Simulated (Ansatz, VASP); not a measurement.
## Two plane-wave programs on MgO

```
Mg O
1.0
     3.28822   -0.00822    0.00000
    -1.65123    2.85179    0.00000
     0.00000    0.00000    5.03437
Mg O
2 2
Direct
  0.33377 0.66667 0.99013
  0.66623 0.33333 0.49013
  0.33422 0.66667 0.38487
  0.66578 0.33333 0.88487
```

Change from the starting cell: shear_xy strain -0.5%.

Alike in both runs: task single point; functional r2SCAN; k mesh 12 × 12 × 6; no spin polarisation.

|  | VASP | Ansatz |
| --- | --- | --- |
| version | VASP 6.6.1 | Ansatz 0.2.0 |
| potentials or method | VASP PAW PBE potentials, release 64 (Mg, O) | plane waves, PAW |
| plane-wave cutoff (eV) | 520 | 500 |
| occupations | gaussian, width 0.01 eV | fixed |
| valence electrons in the cell | 16 | 32 |

```csv
,VASP,Ansatz,Ansatz less VASP
gap on the k mesh at the Fermi level (eV),4.21,4.22,+0.015
pressure (GPa),-0.5,0.0,+0.56
"traceless stress, the component that is largest in VASP (GPa)",0.24,0.24,-0.005
```

VASP's potentials were made for PBE, not for r2SCAN. VASP's potentials hold 16 valence electrons a cell and Ansatz's 32, so a difference there can come from the potentials and not from the codes.
